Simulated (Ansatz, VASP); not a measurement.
# BaTiO3 in VASP and in Ansatz

```
Ba Ti O
1.0
     3.99980    0.00000    0.00000
     0.00000    3.99980    0.00000
     0.00000    0.00000    4.13854
Ba Ti O
1 1 3
Direct
  0.00000 0.00000 0.00000
  0.50000 0.50000 0.50000
  0.50000 0.50000 0.00000
  0.50000 0.00000 0.50000
  0.00000 0.50000 0.50000
```

Change from the starting cell: zz strain of +3 %, crystal datasets.

Alike in both runs: task electric field gradients; functional PBEsol; k mesh 7 × 7 × 7; occupations fermi-dirac, width 0.03 eV; no spin polarisation.

|  | VASP | Ansatz |
| --- | --- | --- |
| version | VASP 6.6.1 | Ansatz 0.2.0 |
| potentials or method | VASP PAW PBE potentials, release 64 (Ba_sv, Ti_sv, O), cutoff 520 eV | all-electron PAW with datasets made for the crystal, scalar-relativistic |

|  | VASP | Ansatz | Ansatz less VASP |
| --- | --- | --- | --- |
| gap on the k mesh at the Fermi level (eV) | 1.67 | 1.72 | +0.055 |
| pressure (GPa) | -7.1 | -8.7 | -1.60 |
| traceless stress, the component that is largest in VASP (GPa) | -3.55 | -3.41 | +0.138 |
| size of Vzz on the site where it differs most (V/Å²) | 7.5 | 6.8 | -0.72 |

VASP's potentials were made for PBE, not for PBEsol. Ansatz ran all-electron here, and VASP with PAW potentials.

Spin-orbit coupling is off throughout.
